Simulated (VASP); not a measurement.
A run of VASP 6.6.1 is set up as follows.

File INCAR:

```
SYSTEM = HgTe
  ALGO = Normal
  EDIFF = 1E-8
  ENCUT = 520
  GGA = CA
  ISIF = 2
  ISMEAR = -1
  LASPH = .TRUE.
  LCHARG = .FALSE.
  LEFG = .TRUE.
  LREAL = .FALSE.
  LWAVE = .FALSE.
  NBANDS = 16
  NELM = 60
  PREC = Accurate
  SIGMA = 0.08
```

KPOINTS

```
k-points
0
G
  10 10 10
  0 0 0
```

The input POSCAR:

```
HgTe
1.0
   -0.0876450000      2.8776775000      2.8776775000
    2.8776775000     -0.0876450000      2.8776775000
    2.8776775000      2.8776775000     -0.0876450000
Hg Te
1 1
Direct
    0.0000000000      0.0000000000      0.0000000000
    0.5000000000      0.5000000000      0.5000000000
```

Potentials or basis: VASP PAW LDA potentials, release 64 (Hg, Te).

Run with:

```console
$ cat potpaw_LDA.64/Hg/POTCAR potpaw_LDA.64/Te/POTCAR > POTCAR
$ mpirun -np 1 vasp_std > vasp.out
```

Problem. Estimate the pressure.

Solution. 4.4 GPa.

Problem. What does it give for the band gap on the k mesh?

Solution. Zero (band 9 reaches 6.28 eV, above the bottom of band 10 at 3.16 eV).

Electric field gradients, principal values (V/Å²):
| atom | least | middle | greatest (by size) |
| --- | --- | --- | --- |
| 1 Hg | -11.924 | -11.924 | 23.849 |
| 2 Te | 14.931 | 14.931 | -29.862 |

Caveat: the cell differs from its parent crystal (equal xy, yz and zx shear strains of -3 %); without QUAD_EFG the Cq values of the log hold for a quadrupole moment of 1 mb, not for the nuclei; spin-orbit coupling is left out, which moves the levels of the heavy elements.
